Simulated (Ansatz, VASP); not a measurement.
# Rh in VASP and in Ansatz

The input INCAR:

```
ALGO = Fast ; EDIFF = 1E-7
ENCUT = 520 ; GGA = PS
ISIF = 2 ; ISMEAR = 0
LASPH = T ; LCHARG = T
LELF = T ; LREAL = F
LVHAR = T ; LWAVE = F
NBANDS = 22 ; NELM = 100
PREC = Accurate ; SIGMA = 0.15
```

File KPOINTS:

```
k-points
0
Gamma
  18 18 12
```

The input POSCAR:

```
Rh
1.0
    3.0040769465      0.0000000000      0.0000000000
   -1.5020384732      2.3650972278      0.0000000000
    0.0000000000      0.0000000000      4.4284890000
Rh
2
Direct
    0.6666666667      0.3333333333      0.7500000000
    0.3333333333      0.6666666667      0.2500000000
```

Input for Ansatz:

```yaml
crystal:
  lattice:
    - [3.0040769465, 0.0, 0.0]
    - [-1.5020384732, 2.3650972278, 0.0]
    - [0.0, 0.0, 4.428489]
  atoms:
    - { symbol: Rh, position: [0.6666666667, 0.3333333333, 0.75] }
    - { symbol: Rh, position: [0.3333333333, 0.6666666667, 0.25] }
basis:
  ecutwfc: 420
kpoints:
  mp_grid: { grid: [18, 18, 12] }
hamiltonian:
  xc: pbesol
scf:
  occupations: { method: gaussian, width: 0.15 }
output:
  forces: true
  stress: true
  eigenvalues: true
```

Change from the starting cell: strain +0.1000 x Voigt [1, 0, 0, 0, 0, 0], atoms carried along.

Alike in both runs: task single point; functional PBEsol; k mesh 18 × 18 × 12; occupations gaussian, width 0.15 eV; no spin polarisation.

|  | VASP | Ansatz |
| --- | --- | --- |
| version | VASP 6.6.1 | Ansatz 0.2.0 |
| potentials or method | VASP PAW PBE potentials, release 64 (Rh_pv), cutoff 520 eV | scalar-relativistic, plane waves, PAW |
| valence electrons in the cell | 30 | 34 |

Ansatz gave:

* gap on the k mesh at the Fermi level (eV): none
* pressure (GPa): -28.0
* traceless stress, the component that is largest in VASP (GPa): -6.04
* rms of the force components (eV/Å): 0.081

What did VASP give for the same quantities?

gap on the k mesh at the Fermi level (eV): none; pressure (GPa): -28.0; traceless stress, the component that is largest in VASP (GPa): -6.07; rms of the force components (eV/Å): 0.081.

VASP's potentials were made for PBE, not for PBEsol. Atom by atom the forces differ by 0.000 eV/Å (rms over components). A gap of «none» marks a metal or a gap that the smearing closes. The functional is the same, so the differences come from potentials, cutoffs and numerics. VASP's potentials hold 30 valence electrons a cell and Ansatz's 34, so a difference there can come from the potentials and not from the codes.
